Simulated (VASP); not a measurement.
Runs of VASP 6.6.1 on KTi3. The structure is that of space group Pm-3m (No. 221), or close to it. The cells are those of the table. 

```tsv
task	spin	cell	k mesh	cutoff (eV)	gap on the mesh (eV)	pressure (GPa)	relaxed volume (Å³/atom)
relaxation of cell and atoms	off	relaxed from a = 4.901 Å, 4 atoms	4 × 4 × 4	600	none	0.0	(a)
single point	off	a = 4.402 Å, 4 atoms	10 × 10 × 10	520	none	0.0	-
single point	off	a = 4.397 Å, 4 atoms	4 × 4 × 4	520	none	0.2	-
relaxation of cell and atoms	off	relaxed from a = 4.397 Å, 4 atoms	10 × 10 × 10	600	none	0.0	21.32
single point	collinear, ferromagnetic start	a = 4.397 Å, 4 atoms	4 × 4 × 4	520	none	0.2	-
single point	off	a = 4.901 Å, 4 atoms	4 × 4 × 4	520	none	-9.2	-
```

Alike in all rows: level PBE; potentials or basis VASP PAW PBE potentials, release 64 (K_sv, Ti_sv); smearing gaussian 0.1 eV.

Question: Fill in the values left out.

Answer: (a) 21.34.

Caveats: the volume moved by over 15 % at a fixed basis, so the end points are rough (some runs).

A gap of «none» marks levels without a gap at the run's occupations.
